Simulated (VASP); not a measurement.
Set up this calculation in VASP 6.6.1, as the native input.

- Task: relaxation of cell and atoms
- Functional: PBE
- Potentials or basis: VASP PAW PBE potentials, release 64 (Sc_sv, Al, Sb, As)
- Cutoff: 600 eV
- k mesh: 4 × 4 × 4
- Occupations: gaussian, width 0.1 eV
- Spin: no spin polarisation
- Dipole correction: no
- Further INCAR settings: ALGO = Normal; EDIFF = 1e-06; IBRION = 2; EDIFFG = -0.04; NSW = 90; ISIF = 3

The structure of ScAl2Sb2As lies in POSCAR:

```
ScAl2Sb2As
1.0
    5.2668442607      0.0000000000      0.0000000000
    0.0000000000      5.2668442607      0.0000000000
    0.0000000000      0.0000000000      6.0869375213
Sc Al Sb As
1 2 2 1
Direct
    0.0000000000      0.0000000000      0.5000000000
    0.0000000000      0.5000000000      0.5000000000
    0.5000000000      0.0000000000      0.5000000000
    0.5000000000      0.5000000000      0.7725448091
    0.5000000000      0.5000000000      0.2274551909
    0.0000000000      0.0000000000      0.0000000000
```

The cell was generated, and may not be a known phase.

These files were run (other wordings do the same):

INCAR

```
ALGO = Normal
EDIFF = 1E-6
EDIFFG = -0.04
ENCUT = 600
GGA = PE
IBRION = 2
ISIF = 3
ISMEAR = 0
LASPH = True
LCHARG = False
LREAL = False
LWAVE = False
NELM = 60
NSW = 90
PREC = Accurate
SIGMA = 0.1
```

KPOINTS

```
k-points
0
Gamma
  4 4 4
```

Potentials or basis: VASP PAW PBE potentials, release 64 (Sc_sv, Al, Sb, As).

Command:

```bash
$ cat potpaw_PBE.64/Sc_sv/POTCAR potpaw_PBE.64/Al/POTCAR potpaw_PBE.64/Sb/POTCAR potpaw_PBE.64/As/POTCAR > POTCAR
$ mpirun -np 1 vasp_std > vasp.out
```

It gave:

| Quantity | Value |
| --- | --- |
| Relaxed volume | 28.14 Å³/atom |
| Relaxed cell | a = 5.527 Å, b = 5.527 Å, c = 5.526 Å, α = 90.00°, β = 90.00°, γ = 90.00° |
| Space group after relaxing (to 0.1 Å) | P4/mmm (No. 123) |
| Energy gained by relaxing | 63.2 meV/atom |
| Ionic steps | 11 |
| Pressure after relaxing | 0.0 GPa |
| Largest force after relaxing | 0.008 eV/Å |
| Band gap on the k mesh | zero (bands 16 and 17 overlap by 1.09 eV) |

Caveat: spin-orbit coupling is left out, which moves the levels of the heavy elements.

Wall time 4.9 min on 1 thread of AMD EPYC 9R45 96-Core Processor (Zen 5) (shared host), peak memory 0.33 GiB.
